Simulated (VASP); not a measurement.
Runs of VASP 6.6.1 on Rh. The structure is that of space group P6_3/mmc (No. 194), or close to it. The cells are those of the table. This isn't the form of Rh at room conditions, which is fcc.

```tsv
cell	gap on the mesh (eV)	pressure (GPa)
a = 2.599, b = 2.599, c = 8.494 Å, angles 90.0, 90.0, 120.0°, 4 atoms	none	38.4
a = 2.646, b = 2.646, c = 8.649 Å, angles 90.0, 90.0, 120.0°, 4 atoms	none	(a)
a = 2.714, b = 2.714, c = 8.871 Å, angles 90.0, 90.0, 120.0°, 4 atoms	none	-6.8
a = 2.736, b = 2.736, c = 8.942 Å, angles 90.0, 90.0, 120.0°, 4 atoms	none	-12.3
a = 2.779, b = 2.779, c = 9.082 Å, angles 90.0, 90.0, 120.0°, 4 atoms	none	-21.1
a = 2.692, b = 2.692, c = 8.798 Å, angles 90.0, 90.0, 120.0°, 4 atoms	none	-0.3
a = 2.623, b = 2.623, c = 8.572 Å, angles 90.0, 90.0, 120.0°, 4 atoms	none	26.4
a = 2.757, b = 2.757, c = 9.013 Å, angles 90.0, 90.0, 120.0°, 4 atoms	none	(b)
a = 2.669, b = 2.669, c = 8.724 Å, angles 90.0, 90.0, 120.0°, 4 atoms	none	(c)
```

Alike in all rows: task single point; level r2SCAN; potentials or basis VASP PAW PBE potentials, release 64 (Rh_pv); no spin polarisation; k mesh 10 × 10 × 3; cutoff (eV) 520; smearing methfessel-paxton 0.1 eV.

Question: Fill in the values left out.

Answer: (a) 16.2; (b) -17.0; (c) 7.5.

Caveats: the PAW data sets were made with another functional, which shifts forces and pressure a little; the cell stands under pressure (at least some runs); the cell stands under tension (at least some runs).

A k mesh can miss the band edges, and the runs leave out spin-orbit coupling on Rh.

A gap of «none» marks levels without a gap at the run's occupations.
